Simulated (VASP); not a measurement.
# ZnO (P6_3mc) in VASP: a series of runs

Runs on ZnO. Level: PBE. Tasks: single point, relaxation of cell and atoms.

Everything below comes from runs of VASP 6.6.1. Logs are shortened: lines on timing, memory, paths and dates and some standing lists are left out, and cuts for length are marked.

**Measured values to compare with.**

“Electronic structure of alkaline earth and post-transition metal oxides”, 2009, arxiv:0908.1581 quotes, for a bulk crystal of ZnO: band gap 3.37 eV.

The runs below are set against these values where they give the same quantity.

## Step 1: The cell of the first run

Symmetry: P6_3mc, No. 186, hexagonal system. The conventional cell has a = 3.279 Å, b = 3.279 Å, c = 5.293 Å, α = 90.00°, β = 90.00°, γ = 120.00°. Within 2.6 Å of Zn (site symmetry 3m) lie 4 O at 2.00 to 2.01 Å. O (site symmetry 3m) has 4 Zn at 2.00 to 2.01 Å within 2.6 Å.

## Step 2: Single point, PBE

Input file INCAR:

```
ALGO = Normal ; EDIFF = 1E-6
ENCUT = 520 ; GGA = PE
ISIF = 2 ; ISMEAR = 0
LASPH = T ; LCHARG = F
LREAL = F ; LWAVE = F
NBANDS = 26 ; NELM = 80
PREC = Accurate ; SIGMA = 0.01
```

Input file KPOINTS:

```
k-points
0
Gamma
  12 12 6
```

Input file POSCAR:

```
ZnO
1.0
    3.2794584246      0.0000000000      0.0000000000
   -1.6397292123      2.8400943064      0.0000000000
    0.0000000000      0.0000000000      5.2933828187
Zn O
2 2
Direct
    0.3333333333      0.6666666667      0.4999705647
    0.6666666667      0.3333333333     -0.0000294353
    0.6666666667      0.3333333333      0.3790394353
    0.3333333333      0.6666666667      0.8790394353
```

Potentials or basis: VASP PAW PBE potentials, release 64 (Zn, O).

Command:

```console
> cat potpaw_PBE.64/Zn/POTCAR potpaw_PBE.64/O/POTCAR > POTCAR
> mpirun -np 1 vasp_std > vasp.out
```

OUTCAR:

```text
EDIFF = 1E-6
   ENCUT = 520
   GGA = PE
   ISIF = 2
   ISMEAR = 0
   LASPH = T
   LREAL = F
   NELM = 80
   PREC = Accurate

 ion  position               nearest neighbor table
   1  0.333  0.667  0.500-   3 2.00   3 2.00   3 2.00   4 2.01
   2  0.667  0.333  1.000-   4 2.00   4 2.00   4 2.00   3 2.01
   3  0.667  0.333  0.379-   1 2.00   1 2.00   1 2.00   2 2.01
   4  0.333  0.667  0.879-   2 2.00   2 2.00   2 2.00   1 2.01

  LATTYP: Found a hexagonal cell.
 ALAT       =     3.2794584246
 C/A-ratio  =     1.6141027369

  Lattice vectors:

 A1 = (   3.2794584246,   0.0000000000,   0.0000000000)
 A2 = (  -1.6397292123,   2.8400943064,   0.0000000000)
 A3 = (   0.0000000000,   0.0000000000,   5.2933828187)

Analysis of symmetry for initial positions (statically):
=====================================================================
 Subroutine PRICEL returns:
 Original cell was already a primitive cell.

 Routine SETGRP: Setting up the symmetry group for a
 hexagonal supercell.

 Subroutine GETGRP returns: Found 12 space group operations
 (whereof  6 operations were pure point group operations)
 out of a pool of 24 trial point group operations.

The static configuration has the point symmetry C_3v.
 The point group associated with its full space group is C_6v.

Analysis of symmetry for dynamics (positions and initial velocities):
=====================================================================
 Subroutine PRICEL returns:
 Original cell was already a primitive cell.

 Routine SETGRP: Setting up the symmetry group for a
 hexagonal supercell.

 Subroutine GETGRP returns: Found 12 space group operations
 (whereof  6 operations were pure point group operations)
 out of a pool of 24 trial point group operations.

The dynamic configuration has the point symmetry C_3v.
 The point group associated with its full space group is C_6v.

 Subroutine INISYM returns: Found 12 space group operations
 (whereof  6 operations are pure point group operations),
 and found     1 'primitive' translations

----------------------------------------------------------------------------------------

                                     Primitive cell

  volume of cell :      49.3024

  direct lattice vectors                    reciprocal lattice vectors
     3.279458425  0.000000000  0.000000000     0.304928397  0.176050492  0.000000000
    -1.639729212  2.840094306  0.000000000     0.000000000  0.352100984  0.000000000
     0.000000000  0.000000000  5.293382819     0.000000000  0.000000000  0.188915110

  length of vectors
     3.279458425  3.279458425  5.293382819     0.352100984  0.352100984  0.188915110

  position of ions in fractional coordinates (direct lattice)
     0.333333333  0.666666667  0.499970565
     0.666666667  0.333333333  0.999970565
     0.666666667  0.333333333  0.379039435
     0.333333333  0.666666667  0.879039435

  ion indices of the primitive-cell ions
   primitive index   ion index
                 1           1
                 2           2
                 3           3
                 4           4

----------------------------------------------------------------------------------------

 KPOINTS: k-points

Automatic generation of k-mesh.
 Grid dimensions read from file:
 generate k-points for:   12   12    6

 Generating k-lattice:

  Cartesian coordinates                     Fractional coordinates (reciprocal lattice)
     0.025410700  0.014670874  0.000000000     0.083333333 -0.000000000  0.000000000
     0.000000000  0.029341749  0.000000000     0.000000000  0.083333333  0.000000000
     0.000000000  0.000000000  0.031485852     0.000000000  0.000000000  0.166666667

  Length of vectors
     0.029341749  0.029341749  0.031485852

  Shift w.r.t. Gamma in fractional coordinates (k-lattice)
     0.000000000  0.000000000  0.000000000

 Subroutine IBZKPT returns following result:
 ===========================================

 Found     76 irreducible k-points:

 Following reciprocal coordinates:
            Coordinates               Weight
  0.000000  0.000000  0.000000      1.000000
  0.083333  0.000000  0.000000      6.000000
  0.166667  0.000000  0.000000      6.000000
  0.250000  0.000000  0.000000      6.000000
  0.333333  0.000000  0.000000      6.000000
  0.416667  0.000000  0.000000      6.000000
[... 16 lines left out ...]
  0.250000  0.000000  0.166667     12.000000
  0.333333  0.000000  0.166667     12.000000
 [... further k-points ...]
   k-points           NKPTS =     76   k-points in BZ     NKDIM =     76   number of bands    NBANDS=     26
   number of dos      NEDOS =    301   number of ions     NIONS =      4
   total plane-waves  NPLWV =  23040
   dimension x,y,z NGX =    24 NGY =   24 NGZ =   40
   dimension x,y,z NGXF=    48 NGYF=   48 NGZF=   80
   ions per type =               2   2
   NGX,Y,Z   is equivalent  to a cutoff of  12.17, 12.17, 12.56 a.u.
   NGXF,Y,Z  is equivalent  to a cutoff of  24.33, 24.33, 25.13 a.u.
 SYSTEM =  unknown system
   PREC   = accura    normal or accurate (medium, high low for compatibility)
   ISTART =      0    job   : 0-new  1-cont  2-samecut
   ICHARG =      2    charge: 1-file 2-atom 10-const
   ISPIN  =      1    spin polarized calculation?
   LNONCOLLINEAR =      F non collinear calculations
   LSORBIT =      F    spin-orbit coupling
   LASPH  =      T    aspherical Exc in radial PAW
   ENCUT  =  520.0 eV  38.22 Ry    6.18 a.u.   6.10  6.10  9.84*2*pi/ulx,y,z
   NELM   =     80;   NELMIN=  2; NELMDL= -5     # of ELM steps
   EDIFF  = 0.1E-05   stopping-criterion for ELM
   LREAL  =      F    real-space projection
   EDIFFG = 0.1E-04   stopping-criterion for IOM
   NSW    =      0    number of steps for IOM
   IBRION =     -1    ionic relax: 0-MD 1-quasi-New 2-CG
   NFREE  =      0    steps in history (QN), initial steepest desc. (CG)
   ISIF   =      2    stress and relaxation
   ISYM   =      2    0-nonsym 1-usesym 2-fastsym
   POTIM  = 0.5000    time-step for ionic-motion
   TEBEG  =    0.0;   TEEND  =   0.0 temperature during run
   PSTRESS=    0.0 pullay stress
   NELECT =      36.0000    total number of electrons
   NUPDOWN=      -1.0000    fix difference up-down
   EMIN   =  10.00;   EMAX   =-10.00  energy-range for DOS
   EFERMI =   0.00;   METHOD = LEGACY
   ISMEAR =     0;   SIGMA  =   0.01  broadening in eV -4-tet -1-fermi 0-gaus
   EFERMI_NEDOS =   21; number of points for ismear=-14 and -15
   IALGO  =     38    algorithm
   IMIX   =      4    mixing-type and parameters
     AMIX     =   0.40;   BMIX     =  1.00
     AMIX_MAG =   1.60;   BMIX_MAG =  1.00
  volume/ion in A,a.u.               =      12.33        83.18
  Fermi-wavevector in a.u.,A,eV,Ry     =   1.474188  2.785812 29.568601  2.173231
  Thomas-Fermi vector in A             =   2.588990
   LORBIT       =      0    0 simple, 1 ext, 2 COOP (PROOUT), +10 PAW based schemes
   GGA     = PE    functional components
   LHFCALC =     F    Hartree Fock is set to
   AEXX    =    0.0000 exact exchange contribution
   IVDW    =     0    specifies the selected vdW correction
   LEPSILON=     F    determine dielectric tensor
   LRPA    =     F    only Hartree local field effects (RPA)
 non-spin polarized calculation
 Gauss-broadening in eV      SIGMA  =   0.01
  energy-cutoff  :      520.00
  volume of cell :       49.30
 maximum number of plane-waves:      1350
   NGX = 13   NGY = 13   NGZ = 19

 number of electron      36.0000039 magnetization

 Free energy of the ion-electron system (eV)
  ---------------------------------------------------
  ext. energy  EPLUGINS =         0.00000000
  ---------------------------------------------------
  free energy    TOTEN  =       -17.86098485 eV

  energy without entropy =      -17.86098485  energy(sigma->0) =      -17.86098485

 E-fermi :   0.9902     XC(G=0): -10.7256

 val. band max:        0.8951179626   @ k =   0.0000   0.0000   0.0000
 cond. band min:       1.6229482017   @ k =   0.0000   0.0000   0.0000
 fundamental gap:      0.7278302391
 Fermi energy:         0.9902094304

 k-point     1 :       0.0000    0.0000    0.0000
  band No.  band energies     occupation
      1     -16.9231      2.00000
      2     -16.2558      2.00000
      3      -4.6419      2.00000
      4      -4.6419      2.00000
      5      -4.6025      2.00000
      6      -4.4878      2.00000
[... 18 lines left out ...]
     25      14.8270      0.00000
     26      14.8270      0.00000

 k-point     2 :       0.0833    0.0000    0.0000
  band No.  band energies     occupation
      1     -16.8874      2.00000
      2     -16.2398      2.00000
      3      -4.6821      2.00000
      4      -4.6207      2.00000
      5      -4.5781      2.00000
      6      -4.4697      2.00000
[... 18 lines left out ...]
     25      14.7557      0.00000
     26      14.9118      0.00000

 k-point     3 :       0.1667    0.0000    0.0000
  band No.  band energies     occupation
      1     -16.7864      2.00000
      2     -16.1971      2.00000
      3      -4.7735      2.00000
      4      -4.5650      2.00000
      5      -4.5415      2.00000
      6      -4.4590      2.00000
[... 18 lines left out ...]
     25      14.7259      0.00000
     26      14.9956      0.00000

 k-point     4 :       0.2500    0.0000    0.0000
  band No.  band energies     occupation
      1     -16.6404      2.00000
      2     -16.1431      2.00000
      3      -4.8648      2.00000
      4      -4.5499      2.00000
      5      -4.4969      2.00000
      6      -4.3732      2.00000
[... 18 lines left out ...]
     25      14.0572      0.00000
     26      14.8602      0.00000
[... 496 lines left out ...]
      1     -16.7482      2.00000
      2     -16.2377      2.00000
      3      -4.8016      2.00000
      4      -4.6124      2.00000
      5      -4.5555      2.00000
      6      -4.5022      2.00000
[... 18 lines left out ...]
     25      13.9280      0.00000
     26      14.8007      0.00000

 k-point    23 :       0.2500    0.0000    0.1667
  band No.  band energies     occupation
      1     -16.6073      2.00000
      2     -16.1763      2.00000
      3      -4.8922      2.00000
      4      -4.6331      2.00000
      5      -4.4831      2.00000
      6      -4.3967      2.00000
[... 18 lines left out ...]
     25      14.0600      0.00000
     26      14.7373      0.00000

 k-point    24 :       0.3333    0.0000    0.1667
  band No.  band energies     occupation
      1     -16.4537      2.00000
      2     -16.1230      2.00000
      3      -4.9326      2.00000
      4      -4.6602      2.00000
      5      -4.4221      2.00000
      6      -4.2649      2.00000
[... 18 lines left out ...]
     25      14.1260      0.00000
     26      14.6822      0.00000

 [... further k-points ...]

------------------------ aborting loop because EDIFF is reached ----------------------------------------

  FORCE on cell =-STRESS in cart. coord.  units (eV):
  Direction    XX          YY          ZZ          XY          YZ          ZX
  --------------------------------------------------------------------------------------
  -------------------------------------------------------------------------------------
  Total        0.2762978      0.2762978      0.2790490      0.0000000      0.0000000      0.0000000
  in kB        8.9788315      8.9788315      9.0682366      0.0000000      0.0000000      0.0000000
  external PRESSURE =       9.0086332 kB  Pullay stress =       0.0000000 kB

 VOLUME and BASIS-vectors are now :
 -----------------------------------------------------------------------------
  energy-cutoff  :      520.00
  volume of cell :       49.30
      direct lattice vectors                 reciprocal lattice vectors
     3.279458425  0.000000000  0.000000000     0.304928397  0.176050492  0.000000000
    -1.639729212  2.840094306  0.000000000     0.000000000  0.352100984  0.000000000
     0.000000000  0.000000000  5.293382819     0.000000000  0.000000000  0.188915110

 POSITION                                       TOTAL-FORCE (eV/Angst)
 -----------------------------------------------------------------------------------
     -0.00000      1.89340      2.64654         0.000000     -0.000000      0.000520
      1.63973      0.94670      5.29323         0.000000      0.000000      0.000520
      1.63973      0.94670      2.00640         0.000000      0.000000     -0.000520
     -0.00000      1.89340      4.65309        -0.000000     -0.000000     -0.000520
 -----------------------------------------------------------------------------------
    total drift:                               -0.000001     -0.000001     -0.000913

  FREE ENERGIE OF THE ION-ELECTRON SYSTEM (eV)
  ---------------------------------------------------
  free  energy   TOTEN  =       -17.8609848534 eV

  energy  without entropy=      -17.8609848534  energy(sigma->0) =      -17.86098485
```

Run time: 73 s. Hardware: 1 thread of Intel Xeon 8259CL, shared host; peak memory 0.21 GiB.

Results:

```
Free energy            : -17.8610 eV
Pressure               : 0.9 GPa
Band gap on the k mesh : 0.73 eV
```

Levels at points of the mesh, in eV from the valence-band top:
```
           k point  band 15  band 16  band 17  band 18  band 19  band 20  band 21  band 22
(0.00, 0.00, 0.00)    -0.75    -0.08     0.00     0.00     0.73     5.09     8.07    12.73
(0.50, 0.00, 0.00)    -2.72    -2.15    -1.23    -0.79     5.62     6.82     7.52     8.27
(0.00, 0.00, 0.50)    -0.37    -0.37    -0.37    -0.37     3.36     3.36     9.91     9.91
(0.50, 0.00, 0.50)    -1.43    -1.43    -1.32    -1.32     5.64     5.64     8.23     8.23
```

## Step 3: Relaxation of cell and atoms, PBE

This run uses another cell than the first one, of 11.90 Å³/atom.

Input file INCAR:

```
SYSTEM = ZnO
PREC = Accurate
ENCUT = 600
EDIFF = 1E-6
ISMEAR = 0
SIGMA = 0.01
LREAL = .FALSE.
LASPH = .TRUE.
NELM = 100
ALGO = Normal
ISIF = 3
LWAVE = .FALSE.
LCHARG = .FALSE.
GGA = PE
IBRION = 2
NSW = 80
EDIFFG = -0.01
```

Input file KPOINTS:

```
Automatic mesh
0
G
  12 12 6
  0 0 0
```

Input file POSCAR:

```
ZnO
1.0
    3.2493080000      0.0000000000      0.0000000000
   -1.6246540000      2.8139832727      0.0000000000
    0.0000000000      0.0000000000      5.2057090000
Zn O
2 2
Direct
    0.3333333333      0.6666666667      0.5000000000
    0.6666666667      0.3333333333      0.0000000000
    0.6666666667      0.3333333333      0.3790100000
    0.3333333333      0.6666666667      0.8790100000
```

Potentials or basis: VASP PAW PBE potentials, release 64 (Zn, O).

Command:

```console
> cat potpaw_PBE.64/Zn/POTCAR potpaw_PBE.64/O/POTCAR > POTCAR
> mpirun -np 1 vasp_std > vasp.out
```

Wall time 9.2 min (1 thread of Intel Xeon 8259CL, shared host); peak memory 0.24 GiB.

Results (log left out):

```yaml
Free_energy: -17.8623 eV
Relaxed_volume: 12.39 Å³/atom
Relaxed_cell: a = 3.286 Å, b = 3.286 Å, c = 5.300 Å, α = 90.00°, β = 90.00°, γ = 120.00°
Space_group_after_relaxing_to_0.1_Å: P6_3mc (No. 186)
Energy_gained_by_relaxing: 9.0 meV/atom
Ionic_steps: 14
Pressure_after_relaxing: 0.1 GPa
Band_gap_on_the_k_mesh: 0.72 eV
```

Forces in eV/Å, atoms in the order of the input:
```
Zn   0.000  0.000  0.002
Zn   0.000  0.000  0.002
O    0.000  0.000 -0.002
O    0.000  0.000 -0.002
```

Step by step:
```csv
step,energy change (eV),largest force (eV/Å),pressure (GPa),volume (Å³)
1,0.0000,0.0740,5.84,47.60
2,-0.0270,0.0269,-2.62,50.65
3,-0.0357,0.0012,-0.01,49.59
4,-0.0357,0.0023,-0.06,49.63
5,-0.0357,0.0109,-0.01,49.62
6,-0.0357,0.0153,-0.10,49.62
7,-0.0358,0.0117,-0.01,49.57
8,-0.0358,0.0101,0.08,49.54
9,-0.0358,0.0103,0.14,49.54
10,-0.0358,0.0109,0.11,49.56
11,-0.0358,0.0126,0.00,49.56
12,-0.0358,0.0103,0.13,49.56
13,-0.0358,0.0120,0.06,49.56
14,-0.0358,0.0025,0.06,49.57
```

Final structure:
```xyz
4
Lattice="3.2863 0.0000 0.0000 -1.6432 2.8460 0.0000 0.0000 0.0000 5.3000" Properties=species:S:1:pos:R:3 pbc="T T T"
Zn    0.0000    1.8974    2.6491
Zn    1.6432    0.9487    5.2991
O     1.6432    0.9487    2.0097
O     0.0000    1.8974    4.6597
```

Levels at points of the mesh, in eV from the valence-band top:
| k point | band 14 | band 15 | band 16 | band 17 | band 18 | band 19 | band 20 | band 21 | band 22 |
| --- | --- | --- | --- | --- | --- | --- | --- | --- | --- |
| (0.00, 0.00, 0.00) | -0.75 | -0.75 | -0.08 | 0.00 | 0.00 | 0.72 | 5.07 | 8.06 | 12.69 |
| (0.50, 0.00, 0.00) | -3.42 | -2.70 | -2.13 | -1.22 | -0.79 | 5.60 | 6.81 | 7.53 | 8.23 |
| (0.00, 0.00, 0.50) | -2.22 | -0.37 | -0.37 | -0.37 | -0.37 | 3.35 | 3.35 | 9.90 | 9.90 |
| (0.50, 0.00, 0.50) | -3.68 | -1.42 | -1.42 | -1.30 | -1.30 | 5.63 | 5.63 | 8.20 | 8.20 |

## Step 4: How close it comes

Step 2. Against the measured gap of ZnO, 3.37 eV (quoted in “Electronic structure of alkaline earth and post-transition metal oxides”, 2009, arxiv:0908.1581), the calculated 0.73 eV is off by -2.64 eV. So large a miss can be the level of theory's own, or it may mean another phase, state or a wrong row. The value is that of PBE, without temperature or zero-point motion. Semilocal functionals fall short of measured gaps as a rule.
